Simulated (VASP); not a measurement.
# Ta2N (C2/m) in VASP: further runs, part 2 of 3

VASP 6.6.1. Earlier steps stand in the parts before.

### 3 Single point, PBEsol (mode 4 (105.5 1/cm) frozen in, largest displacement -0.150 Å)

INCAR reads:

```
SYSTEM = Ta2N
PREC = Accurate ; ENCUT = 520
EDIFF = 1E-6 ; ISMEAR = 0
SIGMA = 0.15 ; LREAL = .FALSE.
LASPH = .TRUE. ; NELM = 60
ALGO = Normal ; ISIF = 2
LWAVE = .FALSE. ; LCHARG = .FALSE.
GGA = PS ; NBANDS = 20
```

KPOINTS reads:

```
Automatic mesh
0
G
  18 18 10
  0 0 0
```

POSCAR reads:

```
Ta2N
1.0
    3.0786153869      0.0000000000      0.0000000000
   -1.5393076935      2.6661591336      0.0000000000
    0.0000000000      0.0000000000      4.8232571780
Ta N
2 1
Direct
    0.6947970206      0.3895940411      0.7462554481
    0.3052029794      0.6104059589      0.2537445519
    0.0000000000      0.0000000000      0.0000000000
```

Potentials or basis: VASP PAW PBE potentials, release 64 (Ta_pv, N).

Started as:

```bash
> cat potpaw_PBE.64/Ta_pv/POTCAR potpaw_PBE.64/N/POTCAR > POTCAR
> mpirun -np 1 vasp_std > vasp.out
```

OUTCAR:

```text
SYSTEM = Ta2N
   PREC = Accurate
   ENCUT = 520
   EDIFF = 1E-6
   ISMEAR = 0
   LREAL = .FALSE.
   LASPH = .TRUE.
   NELM = 60
   ISIF = 2
   GGA = PS

 ion  position               nearest neighbor table
   1  0.695  0.390  0.746-   3 2.04   3 2.22   3 2.22   2 2.89   2 2.89   2 2.95   2 2.95   2 3.16
                             2 3.21
   2  0.305  0.610  0.254-   3 2.04   3 2.22   3 2.22   1 2.89   1 2.89   1 2.95   1 2.95   1 3.16
                             1 3.21
   3  0.000  0.000  0.000-   2 2.04   1 2.04   2 2.22   1 2.22   1 2.22   2 2.22

  LATTYP: Found a hexagonal cell.
 ALAT       =     3.0786153869
 C/A-ratio  =     1.5666968984

  Lattice vectors:

 A1 = (   3.0786153869,   0.0000000000,   0.0000000000)
 A2 = (  -1.5393076935,   2.6661591336,   0.0000000000)
 A3 = (   0.0000000000,   0.0000000000,   4.8232571780)

Analysis of symmetry for initial positions (statically):
=====================================================================
 Subroutine PRICEL returns:
 Original cell was already a primitive cell.

 Routine SETGRP: Setting up the symmetry group for a
 hexagonal supercell.

 Subroutine GETGRP returns: Found  4 space group operations
 (whereof  4 operations were pure point group operations)
 out of a pool of 24 trial point group operations.

The static configuration has the point symmetry C_2h.

Analysis of symmetry for dynamics (positions and initial velocities):
=====================================================================
 Subroutine PRICEL returns:
 Original cell was already a primitive cell.

 Routine SETGRP: Setting up the symmetry group for a
 hexagonal supercell.

 Subroutine GETGRP returns: Found  4 space group operations
 (whereof  4 operations were pure point group operations)
 out of a pool of 24 trial point group operations.

The dynamic configuration has the point symmetry C_2h.

 Subroutine INISYM returns: Found  4 space group operations
 (whereof  4 operations are pure point group operations),
 and found     1 'primitive' translations

[... 113 lines left out ...]
   IALGO  =     38    algorithm
   IMIX   =      4    mixing-type and parameters
     AMIX     =   0.40;   BMIX     =  1.00
     AMIX_MAG =   1.60;   BMIX_MAG =  1.00
  volume/ion in A,a.u.               =      13.20        89.05
  Fermi-wavevector in a.u.,A,eV,Ry     =   1.441016  2.723125 28.252863  2.076527
  Thomas-Fermi vector in A             =   2.559695
   LORBIT       =      0    0 simple, 1 ext, 2 COOP (PROOUT), +10 PAW based schemes
   GGA     = PS    functional components
   LHFCALC =     F    Hartree Fock is set to
   AEXX    =    0.0000 exact exchange contribution
   IVDW    =     0    specifies the selected vdW correction
   LEPSILON=     F    determine dielectric tensor
   LRPA    =     F    only Hartree local field effects (RPA)
 non-spin polarized calculation
 Gauss-broadening in eV      SIGMA  =   0.15
  energy-cutoff  :      520.00
  volume of cell :       39.59
 maximum number of plane-waves:      1086
   NGX = 11   NGY = 11   NGZ = 17

 number of electron      26.9999996 magnetization

 Free energy of the ion-electron system (eV)
  ---------------------------------------------------
  ext. energy  EPLUGINS =         0.00000000
  ---------------------------------------------------
  free energy    TOTEN  =       -36.31504965 eV

  energy without entropy =      -36.30168658  energy(sigma->0) =      -36.30836812

 E-fermi :   7.5671     XC(G=0): -13.1311

 val. band max:        7.5664052919   @ k =  -0.3889   0.2222   0.0000
 cond. band min:       7.5717346324   @ k =  -0.0556  -0.0556   0.1000
 fundamental gap:      0.0053293405
 Fermi energy:         7.5670555959

 k-point     1 :       0.0000    0.0000    0.0000
  band No.  band energies     occupation
      1     -28.0704      2.00000
      2     -27.2563      2.00000
      3     -27.1748      2.00000
      4     -27.1613      2.00000
      5     -27.0152      2.00000
      6     -26.9353      2.00000
[... 541 lines left out ...]
     19      10.5343      0.00000
     20      12.3744      0.00000

 [... further k-points ...]

------------------------ aborting loop because EDIFF is reached ----------------------------------------

  FORCE on cell =-STRESS in cart. coord.  units (eV):
  Direction    XX          YY          ZZ          XY          YZ          ZX
  --------------------------------------------------------------------------------------
  -------------------------------------------------------------------------------------
  Total       -0.0070278      1.8354956      1.2988171     -0.0000000      2.3957209     -0.0000000
  in kB       -0.2844102     74.2817280     52.5625800     -0.0000000     96.9538099     -0.0000000
  external PRESSURE =      42.1866326 kB  Pullay stress =       0.0000000 kB

 VOLUME and BASIS-vectors are now :
 -----------------------------------------------------------------------------
  energy-cutoff  :      520.00
  volume of cell :       39.59
      direct lattice vectors                 reciprocal lattice vectors
     3.078615387  0.000000000  0.000000000     0.324821348  0.187535693  0.000000000
    -1.539307694  2.666159134  0.000000000     0.000000000  0.375071385  0.000000000
     0.000000000  0.000000000  4.823257178     0.000000000  0.000000000  0.207328775

 POSITION                                       TOTAL-FORCE (eV/Angst)
 -----------------------------------------------------------------------------------
      1.53931      1.03872      3.59938         0.000000     -1.278468     -0.516414
     -0.00000      1.62744      1.22388        -0.000000      1.278468      0.516414
      0.00000      0.00000      0.00000         0.000000      0.000000      0.000000
 -----------------------------------------------------------------------------------
    total drift:                               -0.000000      0.000000      0.000000

  FREE ENERGIE OF THE ION-ELECTRON SYSTEM (eV)
  ---------------------------------------------------
  free  energy   TOTEN  =       -36.3150496509 eV

  energy  without entropy=      -36.3016865795  energy(sigma->0) =      -36.30836812
```

Run time: 5.5 min. Hardware: 1 thread of Intel Xeon Platinum 8259CL at 2.50GHz (Skylake/Cascade Lake), shared host; peak memory 0.66 GiB.

Results:

* Free energy: -36.3150 eV
* Pressure: 4.2 GPa
* Largest force: 1.379 eV/Å

Forces in eV/Å, atoms in the order of the input:
```
Ta   0.000 -1.278 -0.516
Ta   0.000  1.278  0.516
N    0.000  0.000  0.000
```

Stress tensor (GPa, compression positive):
```
-0.03  0.00  0.00
 0.00  7.43  9.70
 0.00  9.70  5.26
```

Caveat: the cell differs from its parent crystal (mode 4 (105.5 1/cm) frozen in, largest displacement -0.150 Å); the PAW data sets were made with another functional, which shifts forces and pressure a little; spin-orbit coupling is left out, which moves the levels of the heavy elements.

### 4 Single point, PBEsol (mode 4 (105.5 1/cm) frozen in, largest displacement -0.200 Å)

INCAR reads:

```
  ALGO = Normal
  EDIFF = 1E-6
  ENCUT = 520
  GGA = PS
  ISIF = 2
  ISMEAR = 0
  LASPH = T
  LCHARG = F
  LREAL = F
  LWAVE = F
  NBANDS = 20
  NELM = 100
  PREC = Accurate
  SIGMA = 0.15
```

KPOINTS reads:

```
k-points
0
Gamma
  18 18 10
```

POSCAR reads:

```
Ta2N
1.0
    3.0786153869      0.0000000000      0.0000000000
   -1.5393076935      2.6661591336      0.0000000000
    0.0000000000      0.0000000000      4.8232571780
Ta N
2 1
Direct
    0.7041738052      0.4083476104      0.7462554481
    0.2958261948      0.5916523896      0.2537445519
    0.0000000000      0.0000000000      0.0000000000
```

Potentials or basis: VASP PAW PBE potentials, release 64 (Ta_pv, N).

Started as:

```bash
> cat potpaw_PBE.64/Ta_pv/POTCAR potpaw_PBE.64/N/POTCAR > POTCAR
> mpirun -np 1 vasp_std > vasp.out
```

OUTCAR:

```text
EDIFF = 1E-6
   ENCUT = 520
   GGA = PS
   ISIF = 2
   ISMEAR = 0
   LASPH = T
   LREAL = F
   NELM = 100
   PREC = Accurate

 ion  position               nearest neighbor table
   1  0.704  0.408  0.746-   3 2.00   3 2.25   3 2.25   2 2.87   2 2.87   2 2.93   2 2.93   2 3.22
                             2 3.28
   2  0.296  0.592  0.254-   3 2.00   3 2.25   3 2.25   1 2.87   1 2.87   1 2.93   1 2.93   1 3.22
                             1 3.28
   3  0.000  0.000  0.000-   2 2.00   1 2.00   1 2.25   2 2.25   1 2.25   2 2.25

  LATTYP: Found a hexagonal cell.
 ALAT       =     3.0786153869
 C/A-ratio  =     1.5666968984

  Lattice vectors:

 A1 = (   3.0786153869,   0.0000000000,   0.0000000000)
 A2 = (  -1.5393076935,   2.6661591336,   0.0000000000)
 A3 = (   0.0000000000,   0.0000000000,   4.8232571780)

Analysis of symmetry for initial positions (statically):
=====================================================================
 Subroutine PRICEL returns:
 Original cell was already a primitive cell.

 Routine SETGRP: Setting up the symmetry group for a
 hexagonal supercell.

 Subroutine GETGRP returns: Found  4 space group operations
 (whereof  4 operations were pure point group operations)
 out of a pool of 24 trial point group operations.

The static configuration has the point symmetry C_2h.

Analysis of symmetry for dynamics (positions and initial velocities):
=====================================================================
 Subroutine PRICEL returns:
 Original cell was already a primitive cell.

 Routine SETGRP: Setting up the symmetry group for a
 hexagonal supercell.

 Subroutine GETGRP returns: Found  4 space group operations
 (whereof  4 operations were pure point group operations)
 out of a pool of 24 trial point group operations.

The dynamic configuration has the point symmetry C_2h.

 Subroutine INISYM returns: Found  4 space group operations
 (whereof  4 operations are pure point group operations),
 and found     1 'primitive' translations

----------------------------------------------------------------------------------------

                                     Primitive cell

  volume of cell :      39.5897

  direct lattice vectors                    reciprocal lattice vectors
     3.078615387  0.000000000  0.000000000     0.324821348  0.187535693  0.000000000
    -1.539307694  2.666159134  0.000000000     0.000000000  0.375071385  0.000000000
     0.000000000  0.000000000  4.823257178     0.000000000  0.000000000  0.207328775

  length of vectors
     3.078615387  3.078615387  4.823257178     0.375071385  0.375071385  0.207328775

  position of ions in fractional coordinates (direct lattice)
     0.704173805  0.408347610  0.746255448
     0.295826195  0.591652390  0.253744552
     0.000000000  0.000000000  0.000000000

  ion indices of the primitive-cell ions
   primitive index   ion index
                 1           1
                 2           2
                 3           3

----------------------------------------------------------------------------------------

 KPOINTS: k-points

Automatic generation of k-mesh.
 Grid dimensions read from file:
 generate k-points for:   18   18   10

 Generating k-lattice:

  Cartesian coordinates                     Fractional coordinates (reciprocal lattice)
     0.018045630  0.010418650  0.000000000     0.055555556  0.000000000  0.000000000
     0.000000000  0.020837299  0.000000000     0.000000000  0.055555556  0.000000000
     0.000000000  0.000000000  0.020732877     0.000000000  0.000000000  0.100000000

  Length of vectors
     0.020837299  0.020837299  0.020732877

  Shift w.r.t. Gamma in fractional coordinates (k-lattice)
     0.000000000  0.000000000  0.000000000

 Subroutine IBZKPT returns following result:
 ===========================================

 Found    866 irreducible k-points:

 Following reciprocal coordinates:
            Coordinates               Weight
  0.000000  0.000000  0.000000      1.000000
  0.055556  0.000000  0.000000      4.000000
  0.000000  0.055556  0.000000      2.000000
  0.111111  0.000000  0.000000      4.000000
  0.000000  0.111111  0.000000      2.000000
  0.166667  0.000000  0.000000      4.000000
[... 16 lines left out ...]
 -0.055556  0.166667  0.000000      4.000000
 -0.166667  0.111111  0.000000      4.000000
 [... further k-points ...]
   k-points           NKPTS =    866   k-points in BZ     NKDIM =    866   number of bands    NBANDS=     20
   number of dos      NEDOS =    301   number of ions     NIONS =      3
   total plane-waves  NPLWV =  20736
   dimension x,y,z NGX =    24 NGY =   24 NGZ =   36
   dimension x,y,z NGXF=    48 NGYF=   48 NGZF=   72
   ions per type =               2   1
   NGX,Y,Z   is equivalent  to a cutoff of  12.96, 12.96, 12.41 a.u.
   NGXF,Y,Z  is equivalent  to a cutoff of  25.92, 25.92, 24.82 a.u.
 SYSTEM =  unknown system
   PREC   = accura    normal or accurate (medium, high low for compatibility)
   ISTART =      0    job   : 0-new  1-cont  2-samecut
   ICHARG =      2    charge: 1-file 2-atom 10-const
   ISPIN  =      1    spin polarized calculation?
   LNONCOLLINEAR =      F non collinear calculations
   LSORBIT =      F    spin-orbit coupling
   LASPH  =      T    aspherical Exc in radial PAW
   ENCUT  =  520.0 eV  38.22 Ry    6.18 a.u.   5.72  5.72  8.97*2*pi/ulx,y,z
   NELM   =    100;   NELMIN=  2; NELMDL= -5     # of ELM steps
   EDIFF  = 0.1E-05   stopping-criterion for ELM
   LREAL  =      F    real-space projection
   EDIFFG = 0.1E-04   stopping-criterion for IOM
   NSW    =      0    number of steps for IOM
   IBRION =     -1    ionic relax: 0-MD 1-quasi-New 2-CG
   NFREE  =      0    steps in history (QN), initial steepest desc. (CG)
   ISIF   =      2    stress and relaxation
   ISYM   =      2    0-nonsym 1-usesym 2-fastsym
   POTIM  = 0.5000    time-step for ionic-motion
   TEBEG  =    0.0;   TEEND  =   0.0 temperature during run
   PSTRESS=    0.0 pullay stress
   NELECT =      27.0000    total number of electrons
   NUPDOWN=      -1.0000    fix difference up-down
   EMIN   =  10.00;   EMAX   =-10.00  energy-range for DOS
   EFERMI =   0.00;   METHOD = LEGACY
   ISMEAR =     0;   SIGMA  =   0.15  broadening in eV -4-tet -1-fermi 0-gaus
   EFERMI_NEDOS =   21; number of points for ismear=-14 and -15
   IALGO  =     38    algorithm
   IMIX   =      4    mixing-type and parameters
     AMIX     =   0.40;   BMIX     =  1.00
     AMIX_MAG =   1.60;   BMIX_MAG =  1.00
  volume/ion in A,a.u.               =      13.20        89.05
  Fermi-wavevector in a.u.,A,eV,Ry     =   1.441016  2.723125 28.252863  2.076527
  Thomas-Fermi vector in A             =   2.559695
   LORBIT       =      0    0 simple, 1 ext, 2 COOP (PROOUT), +10 PAW based schemes
   GGA     = PS    functional components
   LHFCALC =     F    Hartree Fock is set to
   AEXX    =    0.0000 exact exchange contribution
   IVDW    =     0    specifies the selected vdW correction
   LEPSILON=     F    determine dielectric tensor
   LRPA    =     F    only Hartree local field effects (RPA)
 non-spin polarized calculation
 Gauss-broadening in eV      SIGMA  =   0.15
  energy-cutoff  :      520.00
  volume of cell :       39.59
 maximum number of plane-waves:      1086
   NGX = 11   NGY = 11   NGZ = 17

 number of electron      26.9999998 magnetization

 Free energy of the ion-electron system (eV)
  ---------------------------------------------------
  ext. energy  EPLUGINS =         0.00000000
  ---------------------------------------------------
  free energy    TOTEN  =       -36.16126471 eV

  energy without entropy =      -36.14776792  energy(sigma->0) =      -36.15451632

 E-fermi :   7.5613     XC(G=0): -13.1234

 val. band max:        7.5592292411   @ k =   0.3889   0.1111   0.2000
 cond. band min:       7.5627220980   @ k =   0.1667   0.0556   0.1000
 fundamental gap:      0.0034928568
 Fermi energy:         7.5612799291

 k-point     1 :       0.0000    0.0000    0.0000
  band No.  band energies     occupation
      1     -28.0865      2.00000
      2     -27.2533      2.00000
      3     -27.1810      2.00000
      4     -27.1547      2.00000
      5     -26.9838      2.00000
      6     -26.9163      2.00000
[... 12 lines left out ...]
     19       9.8583      0.00000
[... 513 lines left out ...]
      4     -27.2064      2.00000
      5     -27.1037      2.00000
      6     -26.9650      2.00000
[... 12 lines left out ...]
     19      10.7166      0.00000
     20      12.3977      0.00000

 [... further k-points ...]

------------------------ aborting loop because EDIFF is reached ----------------------------------------

  FORCE on cell =-STRESS in cart. coord.  units (eV):
  Direction    XX          YY          ZZ          XY          YZ          ZX
  --------------------------------------------------------------------------------------
  -------------------------------------------------------------------------------------
  Total        0.0245801      2.9145650      2.2805278     -0.0000000      3.5485404     -0.0000000
  in kB        0.9947481    117.9512130     92.2919940     -0.0000000    143.6079288     -0.0000000
  external PRESSURE =      70.4126517 kB  Pullay stress =       0.0000000 kB

 VOLUME and BASIS-vectors are now :
 -----------------------------------------------------------------------------
  energy-cutoff  :      520.00
  volume of cell :       39.59
      direct lattice vectors                 reciprocal lattice vectors
     3.078615387  0.000000000  0.000000000     0.324821348  0.187535693  0.000000000
    -1.539307694  2.666159134  0.000000000     0.000000000  0.375071385  0.000000000
     0.000000000  0.000000000  4.823257178     0.000000000  0.000000000  0.207328775

 POSITION                                       TOTAL-FORCE (eV/Angst)
 -----------------------------------------------------------------------------------
      1.53931      1.08872      3.59938         0.000000     -1.807771     -0.891570
     -0.00000      1.57744      1.22388        -0.000000      1.807771      0.891570
      0.00000      0.00000      0.00000         0.000000      0.000000     -0.000000
 -----------------------------------------------------------------------------------
    total drift:                               -0.000000      0.000000      0.000000

  FREE ENERGIE OF THE ION-ELECTRON SYSTEM (eV)
  ---------------------------------------------------
  free  energy   TOTEN  =       -36.1612647113 eV

  energy  without entropy=      -36.1477679204  energy(sigma->0) =      -36.15451632
```

stdout:

```text
POSCAR found type information on POSCAR TaN
 POSCAR found :  2 types and       3 ions
 scaLAPACK will be used
 -----------------------------------------------------------------------------
|                                                                             |
|                                                                             |
|     You enforced a specific xc type in the INCAR file but a different       |
|     I HOPE YOU KNOW WHAT YOU ARE DOING!                                     |
|                                                                             |
 -----------------------------------------------------------------------------

 LDA part: xc-table for (Slater+PW92), standard interpolation
 POSCAR, INCAR and KPOINTS ok, starting setup
 FFT: planning ... GRIDC
 FFT: planning ... GRID_SOFT
 FFT: planning ... GRID
 WAVECAR not read
 entering main loop
```

It took 7.1 min on 1 thread of Oxide Virtual Turin-like, shared host; peak memory 0.63 GiB.

What came out:

| Property | Result |
| --- | --- |
| Free energy | -36.1613 eV |
| Pressure | 7.0 GPa |
| Largest force | 2.016 eV/Å |

Forces in eV/Å, atoms in the order of the input:
```
Ta   0.000 -1.808 -0.892
Ta   0.000  1.808  0.892
N    0.000  0.000  0.000
```

Levels at points of the mesh, in eV from the Fermi level:
| k point | band 9 | band 10 | band 11 | band 12 | band 13 | band 14 | band 15 | band 16 | band 17 | band 18 |
| --- | --- | --- | --- | --- | --- | --- | --- | --- | --- | --- |
| (0.00, 0.00, 0.00) | -6.44 | -6.08 | -4.96 | -1.73 | -0.53 | -0.33 | 0.16 | 0.45 | 1.43 | 1.48 |
| (0.50, 0.00, 0.00) | -6.92 | -6.56 | -4.35 | -2.40 | -1.59 | 1.56 | 2.22 | 3.00 | 3.57 | 4.50 |
| (0.00, 0.50, 0.00) | -6.31 | -6.21 | -4.92 | -2.75 | -0.98 | 1.38 | 1.68 | 3.86 | 4.51 | 4.56 |
| (0.00, 0.00, 0.50) | -6.57 | -6.08 | -3.04 | -2.71 | -1.13 | -0.87 | 1.15 | 1.19 | 1.78 | 2.37 |
| (0.50, 0.00, 0.50) | -7.17 | -6.29 | -3.48 | -2.37 | -2.01 | 0.57 | 1.27 | 3.59 | 4.07 | 4.24 |
| (0.00, 0.50, 0.50) | -6.55 | -5.88 | -3.81 | -2.40 | -1.27 | -1.17 | 0.82 | 3.35 | 3.66 | 4.17 |

Caveat: the cell differs from its parent crystal (mode 4 (105.5 1/cm) frozen in, largest displacement -0.200 Å); the PAW data sets were made with another functional, which shifts forces and pressure a little; spin-orbit coupling is left out, which moves the levels of the heavy elements.

[end of part 2 of 3]
